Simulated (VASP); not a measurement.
Set up this calculation in VASP 6.6.1, as the native input.

| Item | Value |
| --- | --- |
| Task | relaxation of cell and atoms |
| Functional | PBE |
| Potentials or basis | VASP PAW PBE potentials, release 64 (Na_pv, Ru_pv, S) |
| Cutoff | 600 eV |
| k mesh | 8 × 8 × 8 |
| Occupations | gaussian, width 0.1 eV |
| Spin | no spin polarisation |
| Dipole correction | no |
| Further INCAR settings | ALGO = Normal; EDIFF = 1e-06; IBRION = 2; EDIFFG = -0.01; NSW = 100; ISIF = 3 |

The structure of NaRuS3 lies in POSCAR:

```
NaRuS3
1.0
    4.6843680110      0.0000000000      0.0000000000
    0.0000000000      4.6843680110      0.0000000000
    0.0000000000      0.0000000000      4.6843680110
Na Ru S
1 1 3
Direct
    0.0000000000      0.0000000000      0.0000000000
    0.5000000000      0.5000000000      0.5000000000
    0.5000000000      0.5000000000      0.0000000000
    0.5000000000      0.0000000000      0.5000000000
    0.0000000000      0.5000000000      0.5000000000
```

The input as run:

INCAR

```
SYSTEM = NaRuS3
PREC = Accurate ; ENCUT = 600
EDIFF = 1E-6 ; ISMEAR = 0
SIGMA = 0.1 ; LREAL = .False.
LASPH = .True. ; NELM = 60
ALGO = Normal ; ISIF = 3
LWAVE = .False. ; LCHARG = .False.
GGA = PE ; IBRION = 2
NSW = 100 ; EDIFFG = -0.01
```

KPOINTS

```
regular mesh
0
Gamma
  8 8 8
  0 0 0
```

Potentials or basis: VASP PAW PBE potentials, release 64 (Na_pv, Ru_pv, S).

Launch:

```console
$ cat potpaw_PBE.64/Na_pv/POTCAR potpaw_PBE.64/Ru_pv/POTCAR potpaw_PBE.64/S/POTCAR > POTCAR
$ mpirun -np 1 vasp_std > vasp.out
```

It gave:

* Relaxed volume: 20.66 Å³/atom
* Relaxed cell: a = 4.692 Å, b = 4.692 Å, c = 4.692 Å, α = 90.00°, β = 90.00°, γ = 90.00°
* Space group after relaxing (to 0.1 Å): Pm-3m (No. 221)
* Energy gained by relaxing: 0.1 meV/atom
* Ionic steps: 3
* Pressure after relaxing: 0.0 GPa

Caveat: the highest band is partly filled, so the run has too few bands.

Run time: 120 s on 1 thread of Intel(R) Xeon(R) 6975P-C (Granite Rapids) (shared host), peak memory 0.31 GiB.
